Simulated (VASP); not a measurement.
Wanted: the native input for a VASP 6.6.1 run.

| Property | Result |
| --- | --- |
| Task | single point |
| Functional | PBE |
| Potentials or basis | VASP PAW PBE potentials, release 64 (Ta_pv, N) |
| Cutoff | 520 eV |
| k mesh | 3 × 3 × 5 |
| Occupations | gaussian, width 0.1 eV |
| Spin | no spin polarisation |
| Dipole correction | no |
| Further INCAR settings | ALGO = Normal; EDIFF = 1e-07; NBANDS = 33 |

The structure of TaN lies in POSCAR:

```
TaN
1.0
    5.2386090400      0.0000006000      0.0000000000
   -2.6193040000      4.5367688000      0.0000000000
    0.0000000000      0.0000000000      2.9348710000
Ta N
3 3
Direct
    0.3319216173      0.6662272058      0.5019290456
    0.6695565511      0.3311177326      0.5046419417
   -0.0010553208      0.0033400425     -0.0031568679
    0.3916382299      0.0047323913     -0.0235959264
    0.6085540773      0.5971498117     -0.0217716554
   -0.0056549420      0.3892671373      0.0012637693
```

These files were run (other wordings do the same):

INCAR

```
ALGO = Normal
EDIFF = 1E-7
ENCUT = 520
GGA = PE
ISIF = 2
ISMEAR = 0
LASPH = T
LCHARG = F
LREAL = F
LWAVE = F
NBANDS = 33
NELM = 60
PREC = Accurate
SIGMA = 0.1
```

KPOINTS

```
k-points
0
Gamma
  3 3 5
```

Potentials or basis: VASP PAW PBE potentials, release 64 (Ta_pv, N).

Run with:

```sh
$ cat potpaw_PBE.64/Ta_pv/POTCAR potpaw_PBE.64/N/POTCAR > POTCAR
$ mpirun -np 1 vasp_std > vasp.out
```

It gave:

```yaml
Pressure: -1.1 GPa
Largest_force: 1.584 eV/Å
Band_gap_on_the_k_mesh: zero (band 24 reaches 9.28 eV, above the bottom of band 25 at 7.27 eV)
```

Caveat: the k points lie up to 0.46 Å⁻¹ apart; spin-orbit coupling is left out, which moves the levels of the heavy elements; forces of over 1 eV/Å act on the atoms, so gaps and moduli don't describe the material at rest.

Wall time 24 s on 1 thread of Intel(R) Xeon(R) 6975P-C (Granite Rapids), with other jobs on the host, peak memory 0.2 GiB.
